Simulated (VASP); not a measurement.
Crystal: GeCl2.

```
Ge Cl
1.0
     4.97440    0.00000    0.00000
    -2.48720    4.30796    0.00000
     0.00000    0.00000    4.77129
Ge Cl
1 2
Cartesian
  0.0000 0.0000 3.6711
  0.0000 2.8720 3.6220
  2.4872 1.4360 3.6220
```

| Quantity | Value |
| --- | --- |
| Program | VASP 6.6.1 |
| Task | relaxation of cell and atoms |
| Functional | PBE |
| Potentials or basis | VASP PAW PBE potentials, release 64 (Ge_d, Cl) |
| Cutoff | 600 eV |
| k mesh | 12 × 12 × 10 |
| Occupations | gaussian, width 0.1 eV |
| Spin | no spin polarisation |

At the start: pressure 0.1 GPa; volume 34.08 Å³/atom.

Task: How do energy, volume and symmetry change on relaxing?

Result: Over 16 steps the energy falls by 7.2 meV/atom and the volume is 41.38 Å³/atom (+21.4 %); space group P6mm (No. 183, to 0.05 Å).

Step by step:
```
step  energy change (eV)  largest force (eV/Å)  pressure (GPa)  volume (Å³)
   1              0.0000                0.0049            0.09       102.25
   2             -0.0009                0.0043            0.16       102.53
   3             -0.0031                0.0029            0.23       103.36
   4             -0.0056                0.0009            0.53       105.00
   5             -0.0023                0.0028            1.08       108.21
   6             -0.0058                0.0004            0.67       105.80
   7             -0.0060                0.0002            0.68       105.93
   8             -0.0067                0.0005            0.66       106.30
   9             -0.0081                0.0010            0.68       107.05
  10             -0.0107                0.0022            0.52       108.55
  11             -0.0150                0.0039            0.43       111.55
  12             -0.0202                0.0087            0.18       117.62
  13             -0.0198                0.0148           -0.24       129.95
  14             -0.0215                0.0108           -0.04       123.98
  15             -0.0215                0.0105           -0.07       124.35
  16             -0.0215                0.0090            0.00       124.13
```

Final structure:
```yaml
crystal:
  lattice:
    - [4.98054, 0.00000, 0.00000]
    - [-2.49027, 4.31328, 0.00000]
    - [0.00000, 0.00000, 5.77842]
  atoms:
    - { symbol: Ge, position: [0.00000, 0.00000, 0.76696] }
    - { symbol: Cl, position: [0.33333, 0.66667, 0.76035] }
    - { symbol: Cl, position: [0.66667, 0.33333, 0.76035] }
```

Caveat: the volume moved by over 15 % at a fixed basis, so the end points are rough.
